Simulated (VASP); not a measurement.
**TiPd: single point with LDA**

Crystal: TiPd.

```
CELL_PARAMETERS angstrom
2.71757 0.00000 0.00000
0.00000 2.71757 0.00000
0.00000 0.00000 3.73235
ATOMIC_POSITIONS crystal
Ti 0.00000 0.00000 0.00000
Pd 0.50000 0.50000 0.50000
```

- Program: VASP 6.6.1
- Task: single point
- Functional: LDA
- Potentials or basis: VASP PAW LDA potentials, release 64 (Ti_sv, Pd)
- Cutoff: 520 eV
- k mesh: 8 × 8 × 6
- Occupations: fermi-dirac, width 0.05 eV
- Spin: no spin polarisation
- Dipole correction: no
- Further INCAR settings: ALGO = Normal; EDIFF = 1e-06; NBANDS = 18

| Item | Value |
| --- | --- |
| Pressure | 11.4 GPa |
| Band gap on the k mesh | zero (band 11 reaches 14.06 eV, above the bottom of band 12 at 10.08 eV) |

Stress tensor (GPa, compression positive):
```
11.21  0.00  0.00
 0.00 11.21  0.00
 0.00  0.00 11.86
```

Levels at points of the mesh, in eV from the Fermi level:
```tsv
k point	band 9	band 10	band 11	band 12	band 13	band 14
(0.00, 0.00, 0.00)	-3.30	-2.03	-0.60	0.71	3.10	3.10
(0.50, 0.00, 0.00)	-2.91	-2.68	-1.04	-0.70	1.45	1.55
(0.50, 0.50, 0.00)	-0.90	0.54	2.65	2.65	2.83	2.83
(0.00, 0.00, 0.50)	-2.95	-2.85	-1.95	-1.34	1.08	1.85
(0.50, 0.00, 0.50)	-3.25	-0.09	0.14	0.27	0.74	2.47
(0.50, 0.50, 0.50)	-2.61	-1.31	-1.31	-0.89	2.22	4.38
```

It took 42 s on 1 thread of Intel Xeon 8259CL, on a shared host, peak memory 0.14 GiB.
